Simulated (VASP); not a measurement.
Here is a VASP 6.6.1 calculation.

INCAR

```
PREC = Accurate
ENCUT = 600
EDIFF = 1E-6
ISMEAR = 0
SIGMA = 0.1
LREAL = F
LASPH = T
NELM = 60
ALGO = Normal
ISIF = 3
LWAVE = F
LCHARG = F
IBRION = 2
NSW = 100
EDIFFG = -0.005
```

KPOINTS

```
regular mesh
0
Gamma
  14 14 14
```

File POSCAR:

```
ScPt
1.0
    3.2700000000      0.0000000000      0.0000000000
    0.0000000000      3.2700000000      0.0000000000
    0.0000000000      0.0000000000      3.2700000000
Sc Pt
1 1
Direct
    0.5000000000      0.5000000000      0.5000000000
    0.0000000000      0.0000000000      0.0000000000
```

Potentials or basis: VASP PAW LDA potentials, release 64 (Sc_sv, Pt).

Launch:

```console
$ cat potpaw_LDA.64/Sc_sv/POTCAR potpaw_LDA.64/Pt/POTCAR > POTCAR
$ mpirun -np 1 vasp_std > vasp.out
```

Q: Predict the band gap on the k mesh.

A: Zero (an odd number of electrons rules out a gap without spin polarisation).

Q: What does it give for the relaxed volume?

A: 16.93 Å³/atom.

Q: Predict the space group after relaxing (to 0.1 Å).

A: Pm-3m (No. 221).

Step by step:
| step | energy change (eV) | largest force (eV/Å) | pressure (GPa) | volume (Å³) |
| --- | --- | --- | --- | --- |
| 1 | 0.0000 | 0.0000 | -4.96 | 34.97 |
| 2 | 0.0208 | 0.0000 | 8.39 | 32.30 |
| 3 | -0.0179 | 0.0000 | -0.04 | 33.85 |

Caveat: spin-orbit coupling is left out, which moves the levels of the heavy elements. LDA usually gives volumes a few per cent too small.
